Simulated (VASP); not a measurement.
A run of VASP 6.6.1 is set up as follows.

POSCAR

```
Se
1.0
    3.2117637651      0.0000000000      0.0000000000
   -1.6058818825      2.7814690115      0.0000000000
    0.0000000000      0.0000000000      3.0009917680
Se
1
Direct
    0.0000000000      0.0000000000      0.0000000000
```

File INCAR.step1:

```
SYSTEM = Se
ALGO = Normal ; EDIFF = 1E-4
ENCUT = 520 ; GGA = PE
ISMEAR = 0 ; LASPH = .TRUE.
LCHARG = .FALSE. ; LREAL = .FALSE.
LWAVE = .TRUE. ; NBANDS = 9
NELM = 100 ; PREC = Accurate
SIGMA = 0.1
```

INCAR.step2

```
SYSTEM = Se
ALGO = Normal ; EDIFF = 1E-7
ENCUT = 520 ; ISIF = 2
ISMEAR = 0 ; ISTART = 1
LASPH = .TRUE. ; LCHARG = .FALSE.
LMIXTAU = .TRUE. ; LREAL = .FALSE.
LWAVE = .FALSE. ; METAGGA = R2SCAN
NBANDS = 9 ; NELM = 100
PREC = Accurate ; SIGMA = 0.1
```

Contents of KPOINTS:

```
k-points
0
G
  6 6 6
  0 0 0
```

Potentials or basis: VASP PAW PBE potentials, release 64 (Se).

Command:

```bash
$ cat potpaw_PBE.64/Se/POTCAR > POTCAR
$ cp INCAR.step1 INCAR
$ mpirun -np 1 vasp_std > vasp.out
$ cp INCAR.step2 INCAR
$ mpirun -np 1 vasp_std > vasp.out
```

What does it give for the pressure?

-10.1 GPa.

What does it give for the band gap on the k mesh?

Zero (band 3 reaches 4.96 eV, above the bottom of band 4 at 0.04 eV).

Stress tensor (GPa, compression positive):
```
 -9.23   0.00   0.00
  0.00  -9.23   0.00
  0.00   0.00 -11.78
```

Caveat: the k points lie up to 0.38 Å⁻¹ apart; the PAW data sets were made with another functional, which shifts forces and pressure a little.
